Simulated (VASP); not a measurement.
# Ti (P6_3/mmc) in VASP: further runs

Aim: see how the results for Ti move with the level of theory and the settings. Levels: PBE, PBEsol. Tasks: single point.

Program: VASP 6.6.1. These are calculated values, not measurements. Logs are shortened: lines on timing, memory, paths and dates and some standing lists are left out, and cuts for length are marked.

### 1 The cell of the first run

It takes space group P6_3/mmc (No. 194, hexagonal). The conventional cell has a = 2.950 Å, b = 2.950 Å, c = 4.680 Å, α = 90.00°, β = 90.00°, γ = 120.00°. Ti (site symmetry -6m2) has 12 Ti at 2.89 to 2.95 Å within 3.8 Å.

### 2 Single point, PBE

File INCAR:

```
SYSTEM = Ti
ALGO = Fast
EDIFF = 1E-7
ENCUT = 520
GGA = PE
ISIF = 2
ISMEAR = 0
LASPH = .True.
LCHARG = .False.
LREAL = .False.
LWAVE = .False.
NBANDS = 19
NELM = 100
PREC = Accurate
SIGMA = 0.022
```

File KPOINTS:

```
k-points
0
Gamma
  10 10 6
  0 0 0
```

File POSCAR:

```
Ti
1.0
    2.9500000000      0.0000000000      0.0000000000
   -1.4750000000      2.5547749412      0.0000000000
    0.0000000000      0.0000000000      4.6800000000
Ti
2
Direct
    0.6666666667      0.3333333333      0.7500000000
    0.3333333333      0.6666666667      0.2500000000
```

Potentials or basis: VASP PAW PBE potentials, release 64 (Ti_sv).

Started as:

```
$ cat potpaw_PBE.64/Ti_sv/POTCAR > POTCAR
$ mpirun -np 1 vasp_std > vasp.out
```

OUTCAR:

```text
SYSTEM = Ti
   EDIFF = 1E-7
   ENCUT = 520
   GGA = PE
   ISIF = 2
   ISMEAR = 0
   LASPH = .True.
   LREAL = .False.
   NELM = 100
   PREC = Accurate

 ion  position               nearest neighbor table
   1  0.667  0.333  0.750-   2 2.89   2 2.89   2 2.89   2 2.89   2 2.89   2 2.89
   2  0.333  0.667  0.250-   1 2.89   1 2.89   1 2.89   1 2.89   1 2.89   1 2.89

  LATTYP: Found a hexagonal cell.
 ALAT       =     2.9500000000
 C/A-ratio  =     1.5864406780

  Lattice vectors:

 A1 = (   2.9500000000,   0.0000000000,   0.0000000000)
 A2 = (  -1.4750000000,   2.5547749412,   0.0000000000)
 A3 = (   0.0000000000,   0.0000000000,   4.6800000000)

Analysis of symmetry for initial positions (statically):
=====================================================================
 Subroutine PRICEL returns:
 Original cell was already a primitive cell.

 Routine SETGRP: Setting up the symmetry group for a
 hexagonal supercell.

 Subroutine GETGRP returns: Found 24 space group operations
 (whereof 12 operations were pure point group operations)
 out of a pool of 24 trial point group operations.

The static configuration has the point symmetry D_3d.
 The point group associated with its full space group is D_6h.

Analysis of symmetry for dynamics (positions and initial velocities):
=====================================================================
 Subroutine PRICEL returns:
 Original cell was already a primitive cell.

 Routine SETGRP: Setting up the symmetry group for a
 hexagonal supercell.

 Subroutine GETGRP returns: Found 24 space group operations
 (whereof 12 operations were pure point group operations)
 out of a pool of 24 trial point group operations.

The dynamic configuration has the point symmetry D_3d.
 The point group associated with its full space group is D_6h.

 Subroutine INISYM returns: Found 24 space group operations
 (whereof 12 operations are pure point group operations),
 and found     1 'primitive' translations

----------------------------------------------------------------------------------------

                                     Primitive cell

  volume of cell :      35.2712

  direct lattice vectors                    reciprocal lattice vectors
     2.950000000  0.000000000  0.000000000     0.338983051  0.195711956  0.000000000
    -1.475000000  2.554774941  0.000000000     0.000000000  0.391423911  0.000000000
     0.000000000  0.000000000  4.680000000     0.000000000  0.000000000  0.213675214

  length of vectors
     2.950000000  2.950000000  4.680000000     0.391423911  0.391423911  0.213675214

  position of ions in fractional coordinates (direct lattice)
     0.666666667  0.333333333  0.750000000
     0.333333333  0.666666667  0.250000000

  ion indices of the primitive-cell ions
   primitive index   ion index
                 1           1
                 2           2

----------------------------------------------------------------------------------------

 KPOINTS: k-points

Automatic generation of k-mesh.
 Grid dimensions read from file:
 generate k-points for:   10   10    6

 Generating k-lattice:

  Cartesian coordinates                     Fractional coordinates (reciprocal lattice)
     0.033898305  0.019571196  0.000000000     0.100000000 -0.000000000  0.000000000
     0.000000000  0.039142391  0.000000000     0.000000000  0.100000000  0.000000000
     0.000000000  0.000000000  0.035612536     0.000000000  0.000000000  0.166666667

  Length of vectors
     0.039142391  0.039142391  0.035612536

  Shift w.r.t. Gamma in fractional coordinates (k-lattice)
     0.000000000  0.000000000  0.000000000

 Subroutine IBZKPT returns following result:
 ===========================================

 Found     56 irreducible k-points:

 Following reciprocal coordinates:
            Coordinates               Weight
  0.000000  0.000000  0.000000      1.000000
  0.100000  0.000000  0.000000      6.000000
  0.200000  0.000000  0.000000      6.000000
  0.300000  0.000000  0.000000      6.000000
  0.400000  0.000000  0.000000      6.000000
  0.500000  0.000000  0.000000      3.000000
[... 16 lines left out ...]
  0.300000  0.100000  0.166667     24.000000
  0.400000  0.100000  0.166667     24.000000
 [... further k-points ...]
   k-points           NKPTS =     56   k-points in BZ     NKDIM =     56   number of bands    NBANDS=     19
   number of dos      NEDOS =    301   number of ions     NIONS =      2
   total plane-waves  NPLWV =  20736
   dimension x,y,z NGX =    24 NGY =   24 NGZ =   36
   dimension x,y,z NGXF=    48 NGYF=   48 NGZF=   72
   ions per type =               2
   NGX,Y,Z   is equivalent  to a cutoff of  13.53, 13.53, 12.79 a.u.
   NGXF,Y,Z  is equivalent  to a cutoff of  27.05, 27.05, 25.58 a.u.
 SYSTEM =  Ti
   PREC   = accura    normal or accurate (medium, high low for compatibility)
   ISTART =      0    job   : 0-new  1-cont  2-samecut
   ICHARG =      2    charge: 1-file 2-atom 10-const
   ISPIN  =      1    spin polarized calculation?
   LNONCOLLINEAR =      F non collinear calculations
   LSORBIT =      F    spin-orbit coupling
   LASPH  =      T    aspherical Exc in radial PAW
   ENCUT  =  520.0 eV  38.22 Ry    6.18 a.u.   5.49  5.49  8.70*2*pi/ulx,y,z
   NELM   =    100;   NELMIN=  2; NELMDL= -5     # of ELM steps
   EDIFF  = 0.1E-06   stopping-criterion for ELM
   LREAL  =      F    real-space projection
   EDIFFG = 0.1E-05   stopping-criterion for IOM
   NSW    =      0    number of steps for IOM
   IBRION =     -1    ionic relax: 0-MD 1-quasi-New 2-CG
   NFREE  =      0    steps in history (QN), initial steepest desc. (CG)
   ISIF   =      2    stress and relaxation
   ISYM   =      2    0-nonsym 1-usesym 2-fastsym
   POTIM  = 0.5000    time-step for ionic-motion
   TEBEG  =    0.0;   TEEND  =   0.0 temperature during run
   PSTRESS=    0.0 pullay stress
   NELECT =      24.0000    total number of electrons
   NUPDOWN=      -1.0000    fix difference up-down
   EMIN   =  10.00;   EMAX   =-10.00  energy-range for DOS
   EFERMI =   0.00;   METHOD = LEGACY
   ISMEAR =     0;   SIGMA  =   0.02  broadening in eV -4-tet -1-fermi 0-gaus
   EFERMI_NEDOS =   21; number of points for ismear=-14 and -15
   IALGO  =     68    algorithm
   IMIX   =      4    mixing-type and parameters
     AMIX     =   0.40;   BMIX     =  1.00
     AMIX_MAG =   1.60;   BMIX_MAG =  1.00
  volume/ion in A,a.u.               =      17.64       119.01
  Fermi-wavevector in a.u.,A,eV,Ry     =   1.439920  2.721055 28.209912  2.073370
  Thomas-Fermi vector in A             =   2.558722
   LORBIT       =      0    0 simple, 1 ext, 2 COOP (PROOUT), +10 PAW based schemes
   GGA     = PE    functional components
   LHFCALC =     F    Hartree Fock is set to
   AEXX    =    0.0000 exact exchange contribution
   IVDW    =     0    specifies the selected vdW correction
   LEPSILON=     F    determine dielectric tensor
   LRPA    =     F    only Hartree local field effects (RPA)
 non-spin polarized calculation
 RMM-DIIS sequential band-by-band and
 Gauss-broadening in eV      SIGMA  =   0.02
  energy-cutoff  :      520.00
  volume of cell :       35.27
 maximum number of plane-waves:       973
 NGX is ok and might be reduce to    24
   NGX = 11   NGY = 11   NGZ = 17

 number of electron      24.0000002 magnetization

 Free energy of the ion-electron system (eV)
  ---------------------------------------------------
  ext. energy  EPLUGINS =         0.00000000
  ---------------------------------------------------
  free energy    TOTEN  =       -15.66544849 eV

  energy without entropy =      -15.66457289  energy(sigma->0) =      -15.66501069

 E-fermi :   8.1508     XC(G=0): -11.4270

 val. band max:        8.1398945590   @ k =   0.2000   0.0000   0.3333
 cond. band min:       8.1517712745   @ k =   0.1000   0.1000   0.1667
 fundamental gap:      0.0118767155
 Fermi energy:         8.1507721004

 k-point     1 :       0.0000    0.0000    0.0000
  band No.  band energies     occupation
      1     -48.7207      2.00000
      2     -48.5931      2.00000
      3     -25.2899      2.00000
      4     -24.6761      2.00000
      5     -24.6761      2.00000
      6     -24.6190      2.00000
[... 11 lines left out ...]
     18       9.7723      0.00000
     19      11.2605      0.00000

 k-point     2 :       0.1000    0.0000    0.0000
  band No.  band energies     occupation
      1     -48.7116      2.00000
      2     -48.5895      2.00000
      3     -25.2692      2.00000
      4     -24.7183      2.00000
      5     -24.6901      2.00000
      6     -24.6278      2.00000
[... 11 lines left out ...]
     18       9.6260      0.00000
     19      11.3364      0.00000

 k-point     3 :       0.2000    0.0000    0.0000
  band No.  band energies     occupation
      1     -48.6869      2.00000
      2     -48.5807      2.00000
      3     -25.2114      2.00000
      4     -24.8300      2.00000
      5     -24.7364      2.00000
      6     -24.7254      2.00000
[... 11 lines left out ...]
     18      10.0656      0.00000
     19      11.4770      0.00000

 k-point     4 :       0.3000    0.0000    0.0000
  band No.  band energies     occupation
      1     -48.6542      2.00000
      2     -48.5719      2.00000
      3     -25.1290      2.00000
      4     -24.9695      2.00000
      5     -24.8687      2.00000
      6     -24.7670      2.00000
[... 11 lines left out ...]
     18      10.7203      0.00000
     19      11.5871      0.00000

 k-point     5 :       0.4000    0.0000    0.0000
  band No.  band energies     occupation
      1     -48.6241      2.00000
      2     -48.5682      2.00000
      3     -25.0831      2.00000
      4     -25.0436      2.00000
      5     -24.9719      2.00000
      6     -24.7995      2.00000
[... 11 lines left out ...]
     18      11.4393      0.00000
     19      11.6464      0.00000

 k-point     6 :       0.5000    0.0000    0.0000
  band No.  band energies     occupation
      1     -48.6104      2.00000
      2     -48.5689      2.00000
      3     -25.1264      2.00000
      4     -25.0105      2.00000
      5     -24.9997      2.00000
      6     -24.8117      2.00000
[... 11 lines left out ...]
     18      11.6710      0.00000
     19      12.4430      0.00000

 k-point     7 :       0.1000    0.1000    0.0000
  band No.  band energies     occupation
      1     -48.6946      2.00000
      2     -48.5833      2.00000
      3     -25.2299      2.00000
      4     -24.7845      2.00000
      5     -24.7440      2.00000
      6     -24.6768      2.00000
[... 11 lines left out ...]
     18       9.9730      0.00000
     19      11.4163      0.00000

 k-point     8 :       0.2000    0.1000    0.0000
  band No.  band energies     occupation
      1     -48.6658      2.00000
      2     -48.5746      2.00000
      3     -25.1594      2.00000
      4     -24.8995      2.00000
      5     -24.8443      2.00000
      6     -24.7376      2.00000
[... 256 lines left out ...]
 k-point    20 :       0.5000    0.0000    0.1667
  band No.  band energies     occupation
      1     -48.6076      2.00000
      2     -48.5717      2.00000
      3     -25.1672      2.00000
      4     -25.0540      2.00000
      5     -24.9360      2.00000
      6     -24.8010      2.00000
[... 11 lines left out ...]
     18      11.6589      0.00000
     19      12.1579      0.00000

 k-point    21 :       0.1000    0.1000    0.1667
  band No.  band energies     occupation
      1     -48.6872      2.00000
      2     -48.5908      2.00000
      3     -25.1980      2.00000
      4     -24.7727      2.00000
      5     -24.7616      2.00000
      6     -24.7048      2.00000
[... 11 lines left out ...]
     18      10.0769      0.00000
     19      11.3825      0.00000

 k-point    22 :       0.2000    0.1000    0.1667
  band No.  band energies     occupation
      1     -48.6598      2.00000
      2     -48.5807      2.00000
      3     -25.1475      2.00000
      4     -24.8893      2.00000
      5     -24.8556      2.00000
      6     -24.7504      2.00000
[... 11 lines left out ...]
     18      10.5877      0.00000
     19      11.4555      0.00000

 k-point    23 :       0.3000    0.1000    0.1667
  band No.  band energies     occupation
      1     -48.6296      2.00000
      2     -48.5731      2.00000
      3     -25.1172      2.00000
      4     -24.9939      2.00000
      5     -24.9291      2.00000
      6     -24.7964      2.00000
[... 11 lines left out ...]
     18      11.1409      0.00000
     19      11.6587      0.00000

 k-point    24 :       0.4000    0.1000    0.1667
  band No.  band energies     occupation
      1     -48.6078      2.00000
      2     -48.5716      2.00000
      3     -25.1451      2.00000
      4     -25.0378      2.00000
      5     -24.9377      2.00000
      6     -24.8173      2.00000
[... 11 lines left out ...]
     18      11.5217      0.00000
     19      12.2268      0.00000

 [... further k-points ...]
[... 5 lines left out ...]
  --------------------------------------------------------------------------------------
  -------------------------------------------------------------------------------------
  Total       -0.3721127     -0.3721127     -0.4290980      0.0000000     -0.0000000      0.0000000
  in kB      -16.9030297    -16.9030297    -19.4915596      0.0000000     -0.0000000      0.0000000
  external PRESSURE =     -17.7658730 kB  Pullay stress =       0.0000000 kB

 VOLUME and BASIS-vectors are now :
 -----------------------------------------------------------------------------
  energy-cutoff  :      520.00
  volume of cell :       35.27
      direct lattice vectors                 reciprocal lattice vectors
     2.950000000  0.000000000  0.000000000     0.338983051  0.195711956  0.000000000
    -1.475000000  2.554774941  0.000000000     0.000000000  0.391423911  0.000000000
     0.000000000  0.000000000  4.680000000     0.000000000  0.000000000  0.213675214

 POSITION                                       TOTAL-FORCE (eV/Angst)
 -----------------------------------------------------------------------------------
      1.47500      0.85159      3.51000         0.000000      0.000000      0.000000
     -0.00000      1.70318      1.17000        -0.000000      0.000000      0.000000
 -----------------------------------------------------------------------------------
    total drift:                               -0.000000      0.000000     -0.000000

  FREE ENERGIE OF THE ION-ELECTRON SYSTEM (eV)
  ---------------------------------------------------
  free  energy   TOTEN  =       -15.6654484932 eV

  energy  without entropy=      -15.6645728882  energy(sigma->0) =      -15.66501069
```

It took 81 s on 1 thread of Intel Xeon 6975P-C, shared host; peak memory 0.17 GiB.

Results:

```yaml
Free_energy: -15.6654 eV
Pressure: -1.8 GPa
Band_gap_on_the_k_mesh: zero (band 12 reaches 8.94 eV, above the bottom of band 13 at 7.94 eV)
```

Stress tensor (GPa, compression positive):
```
-1.69  0.00  0.00
 0.00 -1.69  0.00
 0.00  0.00 -1.95
```

### 3 Single point, PBE

File INCAR:

```
PREC = Accurate ; ENCUT = 520
EDIFF = 1E-6 ; ISMEAR = 0
SIGMA = 0.023 ; LREAL = False
LASPH = True ; NELM = 80
ALGO = Normal ; ISIF = 2
LWAVE = False ; LCHARG = False
GGA = PE ; NBANDS = 19
```

File KPOINTS:

```
regular mesh
0
Gamma
  10 10 6
```

POSCAR is that of step 2.

Potentials or basis: VASP PAW PBE potentials, release 64 (Ti_sv).

Started as:

```
$ cat potpaw_PBE.64/Ti_sv/POTCAR > POTCAR
$ mpirun -np 1 vasp_std > vasp.out
```

Run time: 21 s. Hardware: 1 thread of Intel Xeon 6975P-C, shared host; peak memory 0.17 GiB.

The run converged. Its results:

```yaml
Free_energy: -15.6655 eV
Pressure: -1.7 GPa
Band_gap_on_the_k_mesh: zero (band 12 reaches 8.94 eV, above the bottom of band 13 at 7.94 eV)
```

Stress tensor (GPa, compression positive):
```
-1.57  0.00  0.00
 0.00 -1.57  0.00
 0.00  0.00 -1.84
```

Levels at points of the mesh, in eV from the Fermi level:
| k point | band 8 | band 9 | band 10 | band 11 | band 12 | band 13 | band 14 | band 15 | band 16 | band 17 |
| --- | --- | --- | --- | --- | --- | --- | --- | --- | --- | --- |
| (0.00, 0.00, 0.00) | -32.73 | -6.15 | -2.63 | 0.74 | 0.79 | 0.79 | 0.88 | 1.27 | 1.27 | 1.62 |
| (0.50, 0.00, 0.00) | -32.80 | -2.30 | -2.09 | -1.79 | -0.62 | 0.50 | 0.63 | 1.17 | 3.30 | 3.51 |
| (0.00, 0.00, 0.50) | -32.78 | -4.32 | -4.32 | 0.10 | 0.10 | 0.70 | 0.70 | 0.70 | 0.70 | 2.76 |
| (0.50, 0.00, 0.50) | -32.88 | -2.48 | -2.48 | -0.78 | -0.78 | 1.31 | 1.31 | 1.72 | 1.72 | 3.43 |

### 4 Single point, PBE

File INCAR:

```
SYSTEM = Ti
PREC = Accurate ; ENCUT = 520
EDIFF = 1E-6 ; ISMEAR = 0
SIGMA = 0.024 ; LREAL = .False.
LASPH = .True. ; NELM = 100
ALGO = Fast ; ISIF = 2
LWAVE = .False. ; LCHARG = .True.
GGA = PE ; LELF = .True.
LVHAR = .True. ; NBANDS = 19
```

File KPOINTS:

```
Automatic mesh
0
Gamma
  10 10 6
  0 0 0
```

POSCAR is that of step 3.

Started as:

```
$ cat potpaw_PBE.64/Ti_sv/POTCAR > POTCAR
$ mpirun -np 1 vasp_std > vasp.out
```

Run time: 66 s. Hardware: 1 thread of Intel Xeon 6975P-C, shared host; peak memory 0.17 GiB.

Results (log left out):

| Quantity | Value |
| --- | --- |
| Free energy | -15.6655 eV |
| Pressure | -1.7 GPa |
| Band gap on the k mesh | zero (band 12 reaches 8.94 eV, above the bottom of band 13 at 7.94 eV) |

Stress tensor (GPa, compression positive):
```
-1.65  0.00  0.00
 0.00 -1.65  0.00
 0.00  0.00 -1.92
```

Levels at points of the mesh, in eV from the Fermi level:
| k point | band 10 | band 11 | band 12 | band 13 | band 14 | band 15 |
| --- | --- | --- | --- | --- | --- | --- |
| (0.00, 0.00, 0.00) | -2.63 | 0.74 | 0.79 | 0.79 | 0.88 | 1.27 |
| (0.50, 0.00, 0.00) | -2.09 | -1.79 | -0.62 | 0.50 | 0.63 | 1.17 |
| (0.00, 0.00, 0.50) | -4.32 | 0.10 | 0.10 | 0.70 | 0.70 | 0.70 |
| (0.50, 0.00, 0.50) | -2.48 | -0.78 | -0.78 | 1.31 | 1.31 | 1.72 |

### 5 Single point, PBE

File INCAR:

```
SYSTEM = Ti
ALGO     = Fast           ! electronic algorithm
EDIFF    = 1E-7           ! SCF threshold, eV
ENCUT    = 520            ! plane-wave cutoff, eV
GGA      = PE             ! functional
ISIF     = 2              ! what is computed and relaxed
ISMEAR   = 0              ! smearing method
LASPH    = .TRUE.         ! aspherical terms in the spheres
LCHARG   = .FALSE.        ! write CHGCAR
LREAL    = .FALSE.        ! projectors in reciprocal space
LWAVE    = .FALSE.        ! write WAVECAR
NBANDS   = 19             ! bands
NELM     = 60             ! most SCF steps
PREC     = Accurate       ! precision mode
SIGMA    = 0.025          ! smearing width, eV
```

File KPOINTS:

```
k-points
0
G
  10 10 6
  0 0 0
```

POSCAR is that of step 4.

Started as:

```
$ cat potpaw_PBE.64/Ti_sv/POTCAR > POTCAR
$ mpirun -np 1 vasp_std > vasp.out
```

It took 89 s on 1 thread of Intel Xeon 6975P-C, shared host; peak memory 0.17 GiB.

The run converged. Its results:

```
Free energy            : -15.6656 eV
Pressure               : -1.7 GPa
Band gap on the k mesh : zero (band 12 reaches 8.94 eV, above the bottom of band 13 at 7.94 eV)
```

Stress tensor (GPa, compression positive):
```
-1.63  0.00  0.00
 0.00 -1.63  0.00
 0.00  0.00 -1.89
```

Levels at points of the mesh, in eV from the Fermi level:
```csv
k point,band 10,band 11,band 12,band 13,band 14,band 15
"(0.00, 0.00, 0.00)",-2.63,0.74,0.79,0.79,0.88,1.27
"(0.50, 0.00, 0.00)",-2.09,-1.79,-0.62,0.50,0.63,1.17
"(0.00, 0.00, 0.50)",-4.32,0.10,0.10,0.69,0.69,0.69
"(0.50, 0.00, 0.50)",-2.48,-0.78,-0.78,1.31,1.31,1.72
```

(Continued in part 2 of 2.)
